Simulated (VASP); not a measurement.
# Al6N in VASP: a series of runs

Al6N is run at these levels: PBE; tasks: single point.

Everything below comes from runs of VASP 6.6.1. Logs are shortened: lines on timing, memory, paths and dates and some standing lists are left out, and cuts for length are marked.

### Step 1. The cell of the first run

The cell holds a slab with vacuum, 14 atoms: a = 5.714 Å, b = 5.714 Å, c = 22.175 Å, α = 90.00°, β = 90.00°, γ = 90.00°.

### Step 2. Single point, PBE

The input, INCAR:

```
SYSTEM = Al6N
PREC = Accurate
ENCUT = 520
EDIFF = 1E-6
ISMEAR = 0
SIGMA = 0.1
LREAL = .False.
LASPH = .True.
NELM = 60
ALGO = Normal
ISIF = 2
LWAVE = .False.
LCHARG = .True.
LDIPOL = .True.
IDIPOL = 3
DIPOL = 0.5 0.5 0.293
GGA = PE
LELF = .True.
LVHAR = .True.
LVACPOTAV = .True.
NBANDS = 36
```

The input, KPOINTS:

```
regular mesh
0
Gamma
  5 5 1
  0 0 0
```

The input, POSCAR:

```
Al6N
1.0
    5.7143028096      0.0000000000      0.0000000000
    0.0000000000      5.7143028096      0.0000000000
    0.0000000000      0.0000000000     22.1750227687
Al N
12 2
Direct
    0.2500000000      0.2500000000      0.1803831293
    0.2500000000      0.7500000000      0.1803831293
    0.7500000000      0.2500000000      0.1803831293
    0.7500000000      0.7500000000      0.1803831293
    0.0000000000      0.0000000000      0.2744094920
    0.0000000000      0.5000000000      0.2744094920
    0.5000000000      0.0000000000      0.2744094920
    0.5000000000      0.5000000000      0.2744094920
    0.2500000000      0.2500000000      0.3686590473
    0.2500000000      0.7500000000      0.3686590473
    0.7500000000      0.2500000000      0.3686590473
    0.7500000000      0.7500000000      0.3686590473
    0.3385629830      0.5000000000      0.4047356732
    0.6614370170      0.5000000000      0.4047356732
```

Potentials or basis: VASP PAW PBE potentials, release 64 (Al, N).

Run with:

```console
$ cat potpaw_PBE.64/Al/POTCAR potpaw_PBE.64/N/POTCAR > POTCAR
$ mpirun -np 1 vasp_std > vasp.out
```

OUTCAR:

```text
SYSTEM = Al6N
   PREC = Accurate
   ENCUT = 520
   EDIFF = 1E-6
   ISMEAR = 0
   LREAL = .False.
   LASPH = .True.
   NELM = 60
   ISIF = 2
   GGA = PE

 ion  position               nearest neighbor table
   1  0.250  0.250  0.180-   2 2.86   3 2.86   2 2.86   3 2.86   7 2.90   8 2.90   5 2.90   6 2.90

   2  0.250  0.750  0.180-   1 2.86   4 2.86   1 2.86   4 2.86   7 2.90   8 2.90   5 2.90   6 2.90

   3  0.750  0.250  0.180-   1 2.86   4 2.86   4 2.86   1 2.86   7 2.90   8 2.90   5 2.90   6 2.90
[... 4 lines left out ...]
                            11 2.91  12 2.91   9 2.91  10 2.91
   6  0.000  0.500  0.274-   5 2.86   8 2.86   5 2.86   8 2.86   1 2.90   2 2.90   3 2.90   4 2.90
                            11 2.91  12 2.91   9 2.91  10 2.91
   7  0.500  0.000  0.274-   5 2.86   8 2.86   8 2.86   5 2.86   1 2.90   2 2.90   3 2.90   4 2.90
                            11 2.91  12 2.91   9 2.91  10 2.91
   8  0.500  0.500  0.274-   6 2.86   7 2.86   7 2.86   6 2.86   1 2.90   2 2.90   3 2.90   4 2.90
                            11 2.91  12 2.91   9 2.91  10 2.91
   9  0.250  0.250  0.369-  13 1.71  11 2.86  10 2.86  10 2.86  11 2.86   6 2.91   7 2.91   8 2.91
                             5 2.91
  10  0.250  0.750  0.369-  13 1.71  12 2.86   9 2.86   9 2.86  12 2.86   6 2.91   7 2.91   8 2.91
                             5 2.91
  11  0.750  0.250  0.369-  14 1.71  12 2.86   9 2.86  12 2.86   9 2.86   6 2.91   7 2.91   8 2.91
                             5 2.91
  12  0.750  0.750  0.369-  14 1.71  11 2.86  10 2.86  11 2.86  10 2.86   6 2.91   7 2.91   8 2.91
                             5 2.91
  13  0.339  0.500  0.405-   9 1.71  10 1.71
  14  0.661  0.500  0.405-  11 1.71  12 1.71

  LATTYP: Found a simple tetragonal cell.
 ALAT       =     5.7143028096
 C/A-ratio  =     3.8806173750

  Lattice vectors:

 A1 = (   5.7143028096,   0.0000000000,   0.0000000000)
 A2 = (   0.0000000000,   5.7143028096,   0.0000000000)
 A3 = (   0.0000000000,   0.0000000000,  22.1750227687)

Analysis of symmetry for initial positions (statically):
=====================================================================
 Subroutine PRICEL returns:
 Original cell was already a primitive cell.

 Routine SETGRP: Setting up the symmetry group for a
 simple tetragonal supercell.

 Subroutine GETGRP returns: Found  4 space group operations
 (whereof  4 operations were pure point group operations)
 out of a pool of 16 trial point group operations.

The static configuration has the point symmetry C_2v.

Analysis of symmetry for dynamics (positions and initial velocities):
=====================================================================
 Subroutine PRICEL returns:
 Original cell was already a primitive cell.

 Routine SETGRP: Setting up the symmetry group for a
 simple tetragonal supercell.

 Subroutine GETGRP returns: Found  4 space group operations
 (whereof  4 operations were pure point group operations)
 out of a pool of 16 trial point group operations.

The dynamic configuration has the point symmetry C_2v.

 Subroutine INISYM returns: Found  4 space group operations
 (whereof  4 operations are pure point group operations),
 and found     1 'primitive' translations

----------------------------------------------------------------------------------------

                                     Primitive cell

  volume of cell :     724.0867

  direct lattice vectors                    reciprocal lattice vectors
     5.714302810  0.000000000  0.000000000     0.174999476  0.000000000  0.000000000
     0.000000000  5.714302810  0.000000000     0.000000000  0.174999476  0.000000000
     0.000000000  0.000000000 22.175022769     0.000000000  0.000000000  0.045095782

  length of vectors
     5.714302810  5.714302810 22.175022769     0.174999476  0.174999476  0.045095782

  position of ions in fractional coordinates (direct lattice)
     0.250000000  0.250000000  0.180383129
     0.250000000  0.750000000  0.180383129
     0.750000000  0.250000000  0.180383129
     0.750000000  0.750000000  0.180383129
     0.000000000  0.000000000  0.274409492
     0.000000000  0.500000000  0.274409492
     0.500000000  0.000000000  0.274409492
     0.500000000  0.500000000  0.274409492
     0.250000000  0.250000000  0.368659047
     0.250000000  0.750000000  0.368659047
     0.750000000  0.250000000  0.368659047
[... 40 lines left out ...]
     0.000000000  0.000000000  0.000000000

 Subroutine IBZKPT returns following result:
 ===========================================

 Found      9 irreducible k-points:

 Following reciprocal coordinates:
            Coordinates               Weight
  0.000000  0.000000  0.000000      1.000000
  0.200000  0.000000  0.000000      2.000000
  0.000000  0.200000  0.000000      2.000000
  0.400000  0.000000  0.000000      2.000000
  0.000000  0.400000  0.000000      2.000000
  0.200000  0.200000  0.000000      4.000000
  0.400000  0.200000  0.000000      4.000000
 -0.200000  0.400000  0.000000      4.000000
  0.400000  0.400000  0.000000      4.000000
   k-points           NKPTS =      9   k-points in BZ     NKDIM =      9   number of bands    NBANDS=     36
   number of dos      NEDOS =    301   number of ions     NIONS =     14
   total plane-waves  NPLWV = 296352
   dimension x,y,z NGX =    42 NGY =   42 NGZ =  168
   dimension x,y,z NGXF=    84 NGYF=   84 NGZF=  336
   ions per type =              12   2
   NGX,Y,Z   is equivalent  to a cutoff of  12.22, 12.22, 12.59 a.u.
   NGXF,Y,Z  is equivalent  to a cutoff of  24.44, 24.44, 25.19 a.u.
 SYSTEM =  Al6N
   PREC   = accura    normal or accurate (medium, high low for compatibility)
   ISTART =      0    job   : 0-new  1-cont  2-samecut
   ICHARG =      2    charge: 1-file 2-atom 10-const
   ISPIN  =      1    spin polarized calculation?
   LNONCOLLINEAR =      F non collinear calculations
   LSORBIT =      F    spin-orbit coupling
   LASPH  =      T    aspherical Exc in radial PAW
   ENCUT  =  520.0 eV  38.22 Ry    6.18 a.u.  10.62 10.62 41.23*2*pi/ulx,y,z
   NELM   =     60;   NELMIN=  2; NELMDL= -5     # of ELM steps
   EDIFF  = 0.1E-05   stopping-criterion for ELM
   LREAL  =      F    real-space projection
   EDIFFG = 0.1E-04   stopping-criterion for IOM
   NSW    =      0    number of steps for IOM
   IBRION =     -1    ionic relax: 0-MD 1-quasi-New 2-CG
   NFREE  =      0    steps in history (QN), initial steepest desc. (CG)
   ISIF   =      2    stress and relaxation
   ISYM   =      2    0-nonsym 1-usesym 2-fastsym
   POTIM  = 0.5000    time-step for ionic-motion
   TEBEG  =    0.0;   TEEND  =   0.0 temperature during run
   PSTRESS=    0.0 pullay stress
   NELECT =      46.0000    total number of electrons
   NUPDOWN=      -1.0000    fix difference up-down
   EMIN   =  10.00;   EMAX   =-10.00  energy-range for DOS
   EFERMI =   0.00;   METHOD = LEGACY
   ISMEAR =     0;   SIGMA  =   0.10  broadening in eV -4-tet -1-fermi 0-gaus
   EFERMI_NEDOS =   21; number of points for ismear=-14 and -15
   IALGO  =     38    algorithm
   IMIX   =      4    mixing-type and parameters
     AMIX     =   0.40;   BMIX     =  1.00
     AMIX_MAG =   1.60;   BMIX_MAG =  1.00
  volume/ion in A,a.u.               =      51.72       349.03
  Fermi-wavevector in a.u.,A,eV,Ry     =   0.653227  1.234419  5.805675  0.426705
  Thomas-Fermi vector in A             =   1.723399
   LORBIT       =      0    0 simple, 1 ext, 2 COOP (PROOUT), +10 PAW based schemes
   GGA     = PE    functional components
   LHFCALC =     F    Hartree Fock is set to
   AEXX    =    0.0000 exact exchange contribution
   IVDW    =     0    specifies the selected vdW correction
   LEPSILON=     F    determine dielectric tensor
   LRPA    =     F    only Hartree local field effects (RPA)
 non-spin polarized calculation
 Gauss-broadening in eV      SIGMA  =   0.10
  energy-cutoff  :      520.00
  volume of cell :      724.09
 maximum number of plane-waves:     19529
   NGX = 21   NGY = 21   NGZ = 83

 dipolmoment           0.000000      0.000000     -0.299017 electrons x Angstroem

 number of electron      45.9999998 magnetization

 dipolmoment           0.000000      0.000000      0.121097 electrons x Angstroem

 Free energy of the ion-electron system (eV)
  ---------------------------------------------------
  ext. energy  EPLUGINS =         0.00000000
  ---------------------------------------------------
  free energy    TOTEN  =       -55.97724692 eV

  energy without entropy =      -55.94848190  energy(sigma->0) =      -55.96286441

 E-fermi :  -1.1327     XC(G=0):  -3.8387

 val. band max:       -1.1725567194   @ k =   0.4000   0.4000   0.0000
 cond. band min:      -1.1271824050   @ k =   0.0000   0.2000   0.0000
 fundamental gap:      0.0453743143
 Fermi energy:        -1.1326548190

 k-point     1 :       0.0000    0.0000    0.0000
  band No.  band energies     occupation
      1     -17.4909      2.00000
      2     -14.6559      2.00000
      3     -10.9461      2.00000
      4      -8.6692      2.00000
      5      -7.8179      2.00000
      6      -7.2632      2.00000
[... 331 lines left out ...]
     34       1.9980      0.00000
     35       2.2234      0.00000
 [bands above 35 left out]

------------------------ aborting loop because EDIFF is reached ----------------------------------------

  FORCE on cell =-STRESS in cart. coord.  units (eV):
  Direction    XX          YY          ZZ          XY          YZ          ZX
  --------------------------------------------------------------------------------------
  -------------------------------------------------------------------------------------
  Total       -5.7385401      6.5762069      4.6818055      0.0000000      0.0000000      0.0000000
  in kB      -12.6975937     14.5510883     10.3593707      0.0000000      0.0000000      0.0000000
  external PRESSURE =       4.0709551 kB  Pullay stress =       0.0000000 kB

 VOLUME and BASIS-vectors are now :
 -----------------------------------------------------------------------------
  energy-cutoff  :      520.00
  volume of cell :      724.09
      direct lattice vectors                 reciprocal lattice vectors
     5.714302810  0.000000000  0.000000000     0.174999476  0.000000000  0.000000000
     0.000000000  5.714302810  0.000000000     0.000000000  0.174999476  0.000000000
     0.000000000  0.000000000 22.175022769     0.000000000  0.000000000  0.045095782

 POSITION                                       TOTAL-FORCE (eV/Angst)
 -----------------------------------------------------------------------------------
      1.42858      1.42858      4.00000        -0.033246     -0.049633      0.069202
      1.42858      4.28573      4.00000        -0.033246      0.049633      0.069202
      4.28573      1.42858      4.00000         0.033246     -0.049633      0.069202
      4.28573      4.28573      4.00000         0.033246      0.049633      0.069202
      0.00000      0.00000      6.08504         0.000000      0.000000     -0.098429
      0.00000      2.85715      6.08504         0.000000      0.000000     -0.323478
      2.85715      0.00000      6.08504         0.000000      0.000000      0.276364
      2.85715      2.85715      6.08504         0.000000      0.000000     -0.572006
      1.42858      1.42858      8.17502        -1.262352     -2.985636     -1.255979
      1.42858      4.28573      8.17502        -1.262352      2.985636     -1.255979
      4.28573      1.42858      8.17502         1.262352     -2.985636     -1.255979
      4.28573      4.28573      8.17502         1.262352      2.985636     -1.255979
      1.93465      2.85715      8.97502         3.148405      0.000000      2.732328
      3.77965      2.85715      8.97502        -3.148405      0.000000      2.732328
 -----------------------------------------------------------------------------------
    total drift:                                0.000000      0.000000      0.000064

  FREE ENERGIE OF THE ION-ELECTRON SYSTEM (eV)
  ---------------------------------------------------
  free  energy   TOTEN  =       -55.9772469233 eV

  energy  without entropy=      -55.9484819040  energy(sigma->0) =      -55.96286441

 vacuum level on the upper side and lower side of the slab         4.028         3.357
```

Wall time 12 min (1 thread of Intel Xeon Platinum 8259CL at 2.50GHz (Skylake/Cascade Lake), shared host); peak memory 0.68 GiB.

Results:

```yaml
Free_energy: -55.9772 eV
Largest_force: 4.169 eV/Å
Band_gap_on_the_k_mesh: zero (bands 23 and 24 overlap by 0.53 eV)
```

Forces in eV/Å, atoms in the order of the input:
```
Al  -0.033 -0.050  0.069
Al  -0.033  0.050  0.069
Al   0.033 -0.050  0.069
Al   0.033  0.050  0.069
Al   0.000  0.000 -0.098
Al   0.000  0.000 -0.323
Al   0.000  0.000  0.276
Al   0.000  0.000 -0.572
Al  -1.262 -2.986 -1.256
Al  -1.262  2.986 -1.256
Al   1.262 -2.986 -1.256
Al   1.262  2.986 -1.256
N    3.148  0.000  2.732
N   -3.148  0.000  2.732
```

Levels at points of the mesh, in eV from the Fermi level:
```tsv
k point	band 21	band 22	band 23	band 24	band 25	band 26
(0.00, 0.00, 0.00)	-0.92	-0.35	-0.21	-0.16	-0.08	0.64
```

### Step 3. Single point, PBE

The input, INCAR:

```
SYSTEM = Al6N
PREC = Accurate
ENCUT = 520
EDIFF = 1E-6
ISMEAR = 0
SIGMA = 0.1
LREAL = .FALSE.
LASPH = .TRUE.
NELM = 60
ALGO = Normal
ISIF = 2
LWAVE = .FALSE.
LCHARG = .TRUE.
LDIPOL = .TRUE.
IDIPOL = 3
DIPOL = 0.5 0.5 0.297
GGA = PE
LELF = .TRUE.
LVHAR = .TRUE.
LVACPOTAV = .TRUE.
NBANDS = 36
```

The input, KPOINTS:

```
Automatic mesh
0
G
  5 5 1
  0 0 0
```

Changes to POSCAR since step 2:

```diff
@@ -20,3 +20,3 @@
     0.7500000000      0.7500000000      0.3686590473
-    0.3385629830      0.5000000000      0.4047356732
-    0.6614370170      0.5000000000      0.4047356732
+    0.3385629830      0.5000000000      0.4335969739
+    0.6614370170      0.5000000000      0.4335969739
```

Potentials or basis: VASP PAW PBE potentials, release 64 (Al, N).

Run with:

```console
$ cat potpaw_PBE.64/Al/POTCAR potpaw_PBE.64/N/POTCAR > POTCAR
$ mpirun -np 1 vasp_std > vasp.out
```

Wall time 12 min (1 thread of Intel Xeon Platinum 8259CL at 2.50GHz (Skylake/Cascade Lake), shared host); peak memory 0.71 GiB.

It converged, with:

| Quantity | Value |
| --- | --- |
| Free energy | -55.5992 eV |
| Largest force | 3.088 eV/Å |
| Band gap on the k mesh | zero (bands 23 and 24 overlap by 0.69 eV) |

Forces on the atoms (eV/Å):
```
Al   0.044  0.085  0.053
Al   0.044 -0.085  0.053
Al  -0.044  0.085  0.053
Al  -0.044 -0.085  0.053
Al   0.000  0.000  0.008
Al   0.000  0.000  0.032
Al   0.000  0.000  0.214
Al   0.000  0.000 -0.084
Al   0.237  0.673  1.103
Al   0.237 -0.673  1.103
Al  -0.237  0.673  1.103
Al  -0.237 -0.673  1.103
N    1.946  0.000 -2.398
N   -1.946  0.000 -2.398
```

Levels at points of the mesh, in eV from the Fermi level:
| k point | band 21 | band 22 | band 23 | band 24 | band 25 | band 26 |
| --- | --- | --- | --- | --- | --- | --- |
| (0.00, 0.00, 0.00) | -0.88 | -0.45 | -0.33 | -0.30 | -0.11 | 0.40 |

(Part 1 of 3 ends here.)
